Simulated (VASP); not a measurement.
A run of VASP 6.6.1:

File INCAR:

```
  PREC = Accurate
  ENCUT = 750
  EDIFF = 1E-6
  ISMEAR = -1
  SIGMA = 0.05
  LREAL = False
  LASPH = True
  NELM = 120
  ALGO = Normal
  ISIF = 2
  LWAVE = False
  LCHARG = False
  GGA = PS
  NBANDS = 12
  GGA_COMPAT = False
```

File KPOINTS:

```
regular mesh
0
Gamma
  9 9 9
```

File POSCAR:

```
LiCl
1.0
    0.0000000000      2.4895084625      2.4895084625
    2.4895084625      0.0000000000      2.4895084625
    2.4895084625      2.4895084625      0.0000000000
Cl Li
1 1
Direct
    0.5000000000      0.5000000000      0.5000000000
    0.0000000000      0.0000000000      0.0000000000
```

Potentials or basis: VASP PAW PBE potentials, release 64 (Cl, Li_sv).

Launch:

```sh
$ cat potpaw_PBE.64/Cl/POTCAR potpaw_PBE.64/Li_sv/POTCAR > POTCAR
$ mpirun -np 1 vasp_std > vasp.out
```

Hardware: 1 thread of Intel Xeon 8259CL, with other jobs on the host.

Question: Estimate the wall time of this run.

Answer: Run time: 17 s on 1 thread of Intel Xeon 8259CL, with other jobs on the host, peak memory 0.17 GiB. Counts: scf iterations 11, k points 35.
